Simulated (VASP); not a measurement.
Set up this calculation in VASP 6.6.1, as the native input.

```
Task                   : relaxation of cell and atoms
Functional             : PBEsol
Dispersion             : D4
Potentials or basis    : VASP PAW PBE potentials, release 64 (Hg, Te)
Cutoff                 : 600 eV
k mesh                 : 10 × 10 × 10
Occupations            : fermi-dirac, width 0.05 eV
Spin                   : no spin polarisation
Dipole correction      : no
Further INCAR settings : ALGO = Normal; EDIFF = 1e-06; IBRION = 2; EDIFFG = -0.01; NSW = 60; ISIF = 3
```

The structure of HgTe lies in POSCAR:

```
HgTe
1.0
   -3.0456030000      3.0456030000      1.5594100000
    3.0456030000     -3.0456030000      1.5594100000
    3.0456030000      3.0456030000     -1.5594100000
Hg Te
1 1
Direct
    0.7500000000      0.2500000000      0.5000000000
    0.0000000000      0.0000000000      0.0000000000
```

These files were run (other wordings do the same):

INCAR

```
  PREC = Accurate
  ENCUT = 600
  EDIFF = 1E-6
  ISMEAR = -1
  SIGMA = 0.05
  LREAL = False
  LASPH = True
  NELM = 100
  ALGO = Normal
  ISIF = 3
  LWAVE = False
  LCHARG = False
  GGA = PS
  IVDW = 13
  IBRION = 2
  NSW = 60
  EDIFFG = -0.01
```

KPOINTS

```
Automatic mesh
0
Gamma
  10 10 10
```

Potentials or basis: VASP PAW PBE potentials, release 64 (Hg, Te).

Launch:

```console
$ cat potpaw_PBE.64/Hg/POTCAR potpaw_PBE.64/Te/POTCAR > POTCAR
$ mpirun -np 1 vasp_std > vasp.out
```

It gave:

The relaxed volume is 25.93 Å³/atom. The relaxed cell is a = 4.346 Å, b = 4.346 Å, c = 4.346 Å, α = 97.62°, β = 97.62°, γ = 137.29°. The space group after relaxing (to 0.1 Å) is I-4m2 (No. 119), the energy gained by relaxing is 76.8 meV/atom and the ionic steps are 11. The pressure after relaxing is 0.0 GPa, the band gap on the k mesh is zero (bands 9 and 10 overlap by 4.25 eV) and the dispersion energy per atom is -0.291 eV.

Caveat: the PAW data sets were made with another functional, which shifts forces and pressure a little; spin-orbit coupling is left out, which moves the levels of the heavy elements.

Run time: 6 min on 1 thread of AMD EPYC 9R45 96-Core Processor (Zen 5), on a shared host, peak memory 0.3 GiB.
